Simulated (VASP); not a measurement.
# Hf3F4 (I-43d) in VASP: a series of runs

Runs on Hf3F4. Level: r2SCAN. Tasks: single point.

Program: VASP 6.6.1. These are calculated values, not measurements. Logs are shortened: lines on timing, memory, paths and dates and some standing lists are left out, and cuts for length are marked.

**1. The cell of the first run**

The structure is cubic, space group I-43d (No. 220). The conventional cell has a = 6.841 Å, b = 6.841 Å, c = 6.841 Å, α = 90.00°, β = 90.00°, γ = 90.00°. Within 2.9 Å of Hf (site symmetry -4) lie 8 F at 2.22 to 2.53 Å. Within 3.0 Å of F (site symmetry 3) lie 6 Hf at 2.22 to 2.53 Å and 5 F at 2.70 to 2.96 Å.

**2. Single point, r2SCAN**

POSCAR reads:

```
Hf3F4
1.0
   -3.4202960000      3.4202960000      3.4202960000
    3.4202960000     -3.4202960000      3.4202960000
    3.4202960000      3.4202960000     -3.4202960000
Hf F
6 8
Direct
    0.2500000000      0.6250000000      0.3750000000
    0.3750000000      0.2500000000      0.6250000000
    0.7500000000      0.8750000000      0.1250000000
    0.1250000000      0.7500000000      0.8750000000
    0.6250000000      0.3750000000      0.2500000000
    0.8750000000      0.1250000000      0.7500000000
    0.1260000000      0.1260000000      0.1260000000
    0.8740000000      0.5000000000      0.0000000000
    0.5000000000      0.0000000000      0.3740000000
    0.0000000000      0.8740000000      0.5000000000
    0.3740000000      0.5000000000      0.0000000000
    0.6260000000      0.6260000000      0.6260000000
    0.0000000000      0.3740000000      0.5000000000
    0.5000000000      0.0000000000      0.8740000000
```

INCAR.step1 reads:

```
SYSTEM = Hf3F4
  PREC = Accurate
  ENCUT = 520
  ISMEAR = 1
  SIGMA = 0.0995
  LREAL = .False.
  LASPH = .True.
  NELM = 60
  NBANDS = 71
  GGA = PE
  ALGO = Normal
  EDIFF = 1E-4
  LWAVE = .True.
  LCHARG = .False.
```

INCAR.step2 reads:

```
SYSTEM = Hf3F4
  PREC = Accurate
  ENCUT = 520
  EDIFF = 1E-7
  ISMEAR = 1
  SIGMA = 0.0995
  LREAL = .False.
  LASPH = .True.
  NELM = 60
  ALGO = Normal
  ISIF = 2
  LWAVE = .False.
  LCHARG = .False.
  METAGGA = R2SCAN
  LMIXTAU = .True.
  NBANDS = 71
  ISTART = 1
```

KPOINTS reads:

```
regular mesh
0
Gamma
  5 5 5
  0 0 0
```

Potentials or basis: VASP PAW PBE potentials, release 64 (Hf_pv, F).

Started as:

```bash
> cat potpaw_PBE.64/Hf_pv/POTCAR potpaw_PBE.64/F/POTCAR > POTCAR
> cp INCAR.step1 INCAR
> mpirun -np 1 vasp_std > vasp.out
> cp INCAR.step2 INCAR
> mpirun -np 1 vasp_std > vasp.out
```

OUTCAR:

```text
SYSTEM = Hf3F4
   PREC = Accurate
   ENCUT = 520
   EDIFF = 1E-7
   ISMEAR = 1
   LREAL = .False.
   LASPH = .True.
   NELM = 60
   ISIF = 2
   METAGGA = R2SCAN
   ISTART = 1

 ion  position               nearest neighbor table
   1  0.250  0.625  0.375-   9 2.22   8 2.22  12 2.22  13 2.22  11 2.53   7 2.53  10 2.53  14 2.53
                             6 3.20   2 3.20   2 3.20   4 3.20   5 3.20   4 3.20   5 3.20   6 3.20
   2  0.375  0.250  0.625-   9 2.22  10 2.22  11 2.22  12 2.22   7 2.53   8 2.53  13 2.53  14 2.53
                             5 3.20   6 3.20   3 3.20   5 3.20   1 3.20   1 3.20   6 3.20   3 3.20
   3  0.750  0.875  0.125-   7 2.22  10 2.22  11 2.22  14 2.22   9 2.53  12 2.53  13 2.53   8 2.53
                             5 3.20   6 3.20   2 3.20   6 3.20   4 3.20   5 3.20   2 3.20   4 3.20
   4  0.125  0.750  0.875-  14 2.22   8 2.22  13 2.22   7 2.22  11 2.53  12 2.53   9 2.53  10 2.53
                             5 3.20   3 3.20   1 3.20   3 3.20   6 3.20   1 3.20   6 3.20   5 3.20
   5  0.625  0.375  0.250-  11 2.22  12 2.22  13 2.22  14 2.22  10 2.53   9 2.53   7 2.53   8 2.53
                             4 3.20   1 3.20   2 3.20   3 3.20   2 3.20   3 3.20   1 3.20   4 3.20
   6  0.875  0.125  0.750-   7 2.22   8 2.22   9 2.22  10 2.22  11 2.53  12 2.53  13 2.53  14 2.53
                             1 3.20   2 3.20   3 3.20   4 3.20   3 3.20   2 3.20   4 3.20   1 3.20
   7  0.126  0.126  0.126-   3 2.22   4 2.22   6 2.22   2 2.53   5 2.53   1 2.53
   8  0.874  0.500  0.000-   1 2.22   4 2.22   6 2.22   2 2.53   5 2.53   3 2.53
   9  0.500  0.000  0.374-   1 2.22   2 2.22   6 2.22   4 2.53   5 2.53   3 2.53
  10  0.000  0.874  0.500-   2 2.22   3 2.22   6 2.22   5 2.53   1 2.53   4 2.53
  11  0.374  0.500  0.000-   2 2.22   3 2.22   5 2.22   6 2.53   1 2.53   4 2.53
  12  0.626  0.626  0.626-   1 2.22   2 2.22   5 2.22   4 2.53   3 2.53   6 2.53
  13  0.000  0.374  0.500-   1 2.22   4 2.22   5 2.22   2 2.53   3 2.53   6 2.53
  14  0.500  0.000  0.874-   4 2.22   3 2.22   5 2.22   2 2.53   1 2.53   6 2.53

  LATTYP: Found a body centered cubic cell.
 ALAT       =     6.8405920000

  Lattice vectors:

 A1 = (  -3.4202960000,   3.4202960000,   3.4202960000)
 A2 = (   3.4202960000,  -3.4202960000,   3.4202960000)
 A3 = (   3.4202960000,   3.4202960000,  -3.4202960000)

Analysis of symmetry for initial positions (statically):
=====================================================================
 Subroutine PRICEL returns:
 Original cell was already a primitive cell.

 Routine SETGRP: Setting up the symmetry group for a
 body centered cubic supercell.

 Subroutine GETGRP returns: Found 24 space group operations
 (whereof  3 operations were pure point group operations)
 out of a pool of 48 trial point group operations.

The static configuration has the point symmetry C_3 .
 The point group associated with its full space group is T_d .

Analysis of symmetry for dynamics (positions and initial velocities):
=====================================================================
 Subroutine PRICEL returns:
 Original cell was already a primitive cell.

 Routine SETGRP: Setting up the symmetry group for a
 body centered cubic supercell.

 Subroutine GETGRP returns: Found 24 space group operations
 (whereof  3 operations were pure point group operations)
 out of a pool of 48 trial point group operations.

The dynamic configuration has the point symmetry C_3 .
 The point group associated with its full space group is T_d .

 Subroutine INISYM returns: Found 24 space group operations
 (whereof  3 operations are pure point group operations),
 and found     1 'primitive' translations

----------------------------------------------------------------------------------------

                                     Primitive cell

  volume of cell :     160.0483

  direct lattice vectors                    reciprocal lattice vectors
    -3.420296000  3.420296000  3.420296000     0.000000000  0.146186178  0.146186178
     3.420296000 -3.420296000  3.420296000     0.146186178  0.000000000  0.146186178
     3.420296000  3.420296000 -3.420296000     0.146186178  0.146186178  0.000000000

  length of vectors
     5.924126449  5.924126449  5.924126449     0.206738476  0.206738476  0.206738476

  position of ions in fractional coordinates (direct lattice)
     0.250000000  0.625000000  0.375000000
     0.375000000  0.250000000  0.625000000
     0.750000000  0.875000000  0.125000000
     0.125000000  0.750000000  0.875000000
     0.625000000  0.375000000  0.250000000
[... 48 lines left out ...]
 Subroutine IBZKPT returns following result:
 ===========================================

 Found     10 irreducible k-points:

 Following reciprocal coordinates:
            Coordinates               Weight
  0.000000  0.000000  0.000000      1.000000
  0.200000  0.000000  0.000000     12.000000
  0.400000  0.000000  0.000000     12.000000
  0.200000  0.200000  0.000000     24.000000
  0.400000  0.200000  0.000000     24.000000
  0.200000  0.200000  0.200000      8.000000
 -0.200000  0.200000  0.200000      6.000000
 -0.400000  0.400000  0.200000     24.000000
 -0.400000 -0.400000  0.200000      8.000000
 -0.400000  0.400000  0.400000      6.000000
   k-points           NKPTS =     10   k-points in BZ     NKDIM =     10   number of bands    NBANDS=     71
   number of dos      NEDOS =    301   number of ions     NIONS =     14
   total plane-waves  NPLWV = 110592
   dimension x,y,z NGX =    48 NGY =   48 NGZ =   48
   dimension x,y,z NGXF=    96 NGYF=   96 NGZF=   96
   ions per type =               6   8
   NGX,Y,Z   is equivalent  to a cutoff of  13.47, 13.47, 13.47 a.u.
   NGXF,Y,Z  is equivalent  to a cutoff of  26.94, 26.94, 26.94 a.u.
 SYSTEM =  Hf3F4
   PREC   = accura    normal or accurate (medium, high low for compatibility)
   ISTART =      1    job   : 0-new  1-cont  2-samecut
   ICHARG =      0    charge: 1-file 2-atom 10-const
   ISPIN  =      1    spin polarized calculation?
   LNONCOLLINEAR =      F non collinear calculations
   LSORBIT =      F    spin-orbit coupling
   LASPH  =      T    aspherical Exc in radial PAW
   ENCUT  =  520.0 eV  38.22 Ry    6.18 a.u.  11.01 11.01 11.01*2*pi/ulx,y,z
   NELM   =     60;   NELMIN=  2; NELMDL=  0     # of ELM steps
   EDIFF  = 0.1E-06   stopping-criterion for ELM
   LREAL  =      F    real-space projection
   EDIFFG = 0.1E-05   stopping-criterion for IOM
   NSW    =      0    number of steps for IOM
   IBRION =     -1    ionic relax: 0-MD 1-quasi-New 2-CG
   NFREE  =      0    steps in history (QN), initial steepest desc. (CG)
   ISIF   =      2    stress and relaxation
   ISYM   =      2    0-nonsym 1-usesym 2-fastsym
   POTIM  = 0.5000    time-step for ionic-motion
   TEBEG  =    0.0;   TEEND  =   0.0 temperature during run
   PSTRESS=    0.0 pullay stress
   NELECT =     116.0000    total number of electrons
   NUPDOWN=      -1.0000    fix difference up-down
   EMIN   =  10.00;   EMAX   =-10.00  energy-range for DOS
   EFERMI =   0.00;   METHOD = LEGACY
   ISMEAR =     1;   SIGMA  =   0.10  broadening in eV -4-tet -1-fermi 0-gaus
   EFERMI_NEDOS =   21; number of points for ismear=-14 and -15
   IALGO  =     38    algorithm
   IMIX   =      4    mixing-type and parameters
     AMIX     =   0.40;   BMIX     =  1.00
     AMIX_MAG =   1.60;   BMIX_MAG =  1.00
  volume/ion in A,a.u.               =      11.43        77.15
  Fermi-wavevector in a.u.,A,eV,Ry     =   1.470541  2.778920 29.422474  2.162491
  Thomas-Fermi vector in A             =   2.585785
   LORBIT       =      0    0 simple, 1 ext, 2 COOP (PROOUT), +10 PAW based schemes
   METAGGA = R2SCAN    functional components
   LHFCALC =     F    Hartree Fock is set to
   AEXX    =    0.0000 exact exchange contribution
   IVDW    =     0    specifies the selected vdW correction
   LEPSILON=     F    determine dielectric tensor
   LRPA    =     F    only Hartree local field effects (RPA)
 non-spin polarized calculation
 Methfessel and Paxton  Order N= 1 SIGMA  =   0.10
  energy-cutoff  :      520.00
  volume of cell :      160.05
 maximum number of plane-waves:      4333
 NGX is ok and might be reduce to    48
   NGX = 21   NGY = 21   NGZ = 21

 number of electron     116.0000085 magnetization

 Free energy of the ion-electron system (eV)
  ---------------------------------------------------
  ext. energy  EPLUGINS =         0.00000000
  ---------------------------------------------------
  free energy    TOTEN  =      -310.52442351 eV

  energy without entropy =     -310.51984748  energy(sigma->0) =     -310.52289816

 E-fermi :   8.5903     XC(G=0): -13.0338

 val. band max:        8.5826368341   @ k =   0.0000   0.0000   0.0000
 cond. band min:       8.5943279373   @ k =   0.4000   0.0000   0.0000
 fundamental gap:      0.0116911032
 Fermi energy:         8.5903114407

 k-point     1 :       0.0000    0.0000    0.0000
  band No.  band energies     occupation
      1     -25.5560      2.00000
      2     -25.5560      2.00000
      3     -25.5560      2.00000
      4     -25.3837      2.00000
      5     -25.3837      2.00000
      6     -25.3837      2.00000
[... 719 lines left out ...]
     69      10.5634     -0.00000
     70      10.8916      0.00000
 [bands above 70 left out]

------------------------ aborting loop because EDIFF is reached ----------------------------------------

  FORCE on cell =-STRESS in cart. coord.  units (eV):
  Direction    XX          YY          ZZ          XY          YZ          ZX
  --------------------------------------------------------------------------------------
  -------------------------------------------------------------------------------------
  Total       28.1030909     28.1030909     28.1030909     -0.0000000     -0.0000000      0.0000000
  in kB      281.3284169    281.3284169    281.3284169     -0.0000000     -0.0000000      0.0000000
  external PRESSURE =     281.3284169 kB  Pullay stress =       0.0000000 kB

 VOLUME and BASIS-vectors are now :
 -----------------------------------------------------------------------------
  energy-cutoff  :      520.00
  volume of cell :      160.05
      direct lattice vectors                 reciprocal lattice vectors
    -3.420296000  3.420296000  3.420296000     0.000000000  0.146186178  0.146186178
     3.420296000 -3.420296000  3.420296000     0.146186178  0.000000000  0.146186178
     3.420296000  3.420296000 -3.420296000     0.146186178  0.146186178  0.000000000

 POSITION                                       TOTAL-FORCE (eV/Angst)
 -----------------------------------------------------------------------------------
      2.56522      0.00000      1.71015         0.000000     -0.000000     -0.000000
      1.71015      2.56522      0.00000         0.000000     -0.000000     -0.000000
      0.85507     -0.00000      5.13044         0.000000     -0.000000     -0.000000
      5.13044      0.85507      0.00000         0.000000     -0.000000     -0.000000
      0.00000      1.71015      2.56522         0.000000     -0.000000     -0.000000
      0.00000      5.13044      0.85507         0.000000     -0.000000     -0.000000
      0.43096      0.43096      0.43096         0.671939      0.671939      0.671939
     -1.27919      1.27919      4.69949         0.671939     -0.671939     -0.671939
     -0.43096      2.98934      0.43096        -0.671939     -0.671939      0.671939
      4.69949     -1.27919      1.27919        -0.671939      0.671939     -0.671939
      0.43096     -0.43096      2.98934         0.671939     -0.671939     -0.671939
      2.14111      2.14111      2.14111         0.671939      0.671939      0.671939
      2.98934      0.43096     -0.43096        -0.671939      0.671939     -0.671939
      1.27919      4.69949     -1.27919        -0.671939     -0.671939      0.671939
 -----------------------------------------------------------------------------------
    total drift:                               -0.000009     -0.000009     -0.000008

  FREE ENERGIE OF THE ION-ELECTRON SYSTEM (eV)
  ---------------------------------------------------
  free  energy   TOTEN  =      -310.5244235058 eV

  energy  without entropy=     -310.5198474756  energy(sigma->0) =     -310.52289816
```

It took 12 min on 1 thread of Intel Xeon 8259CL, shared host; peak memory 0.41 GiB.

What came out:

| Item | Value |
| --- | --- |
| Free energy | -310.5244 eV |
| Pressure | 28.1 GPa |
| Largest force | 1.164 eV/Å |
| Band gap on the k mesh | zero (bands 58 and 59 overlap by 0.22 eV) |

Forces on the atoms (eV/Å):
```
Hf   0.000  0.000  0.000
Hf   0.000  0.000  0.000
Hf   0.000  0.000  0.000
Hf   0.000  0.000  0.000
Hf   0.000  0.000  0.000
Hf   0.000  0.000  0.000
F    0.672  0.672  0.672
F    0.672 -0.672 -0.672
F   -0.672 -0.672  0.672
F   -0.672  0.672 -0.672
F    0.672 -0.672 -0.672
F    0.672  0.672  0.672
F   -0.672  0.672 -0.672
F   -0.672 -0.672  0.672
```

Caveat: the cell stands under pressure; the PAW data sets were made with another functional, which shifts forces and pressure a little; spin-orbit coupling is left out, which moves the levels of the heavy elements.

(Part 1 of 2 ends here.)
